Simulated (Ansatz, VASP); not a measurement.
**One calculation of ZnS, two programs**

File INCAR:

```
  PREC = Accurate
  ENCUT = 520
  EDIFF = 1E-6
  ISMEAR = 0
  SIGMA = 0.05
  LREAL = False
  LASPH = True
  NELM = 60
  ALGO = Normal
  ISIF = 2
  LWAVE = False
  LCHARG = False
  GGA = PE
  NBANDS = 26
```

The input KPOINTS:

```
Automatic mesh
0
Gamma
  9 9 4
```

POSCAR

```
ZnS
1.0
    3.6884088784      0.0000000000      0.0000000000
   -1.8442044392      3.1942557882      0.0000000000
    0.0000000000      0.0000000000      6.8523260142
Zn S
2 2
Direct
    0.3333333333      0.6666666667      0.0052003725
    0.6666666667      0.3333333333      0.5052003725
    0.3333333333      0.6666666667      0.4062443104
    0.6666666667      0.3333333333      0.9062443104
```

Input for Ansatz:

```yaml
crystal:
  lattice:
    - [3.6884088784, 0.0, 0.0]
    - [-1.8442044392, 3.1942557882, 0.0]
    - [0.0, 0.0, 6.8523260142]
  atoms:
    - { symbol: Zn, position: [0.3333333333, 0.6666666667, 0.0052003725] }
    - { symbol: Zn, position: [0.6666666667, 0.3333333333, 0.5052003725] }
    - { symbol: S, position: [0.3333333333, 0.6666666667, 0.4062443104] }
    - { symbol: S, position: [0.6666666667, 0.3333333333, 0.9062443104] }
basis:
  ecutwfc: 520.0
kpoints:
  mp_grid: { grid: [9, 9, 4] }
hamiltonian:
  xc: pbe
scf:
  occupations: { method: gaussian, width: 0.05 }
output:
  forces: true
  stress: true
  eigenvalues: true
```

Alike in both runs: task single point; functional PBE; k mesh 9 × 9 × 4; occupations gaussian, width 0.05 eV; no spin polarisation.

|  | VASP | Ansatz |
| --- | --- | --- |
| version | VASP 6.6.1 | Ansatz 0.2.0 |
| potentials or method | VASP PAW PBE potentials, release 64 (Zn, S), cutoff 520 eV | scalar-relativistic, plane waves, PAW |
| valence electrons in the cell | 36 | 36 |

|  | VASP | Ansatz | Ansatz less VASP |
| --- | --- | --- | --- |
| gap on the k mesh at the Fermi level (eV) | 2.02 | 2.01 | -0.003 |
| least direct gap on the mesh (eV) | 2.02 | 2.01 | -0.003 |
| pressure (GPa) | 5.2 | 5.0 | -0.16 |
| traceless stress, the component that is largest in VASP (GPa) | -9.96 | -9.86 | +0.097 |
| rms of the force components (eV/Å) | 0.420 | 0.412 | -0.0080 |

Atom by atom the forces differ by 0.008 eV/Å (rms over components). With one functional, cell and mesh, what is left measures potentials, basis and numerics.
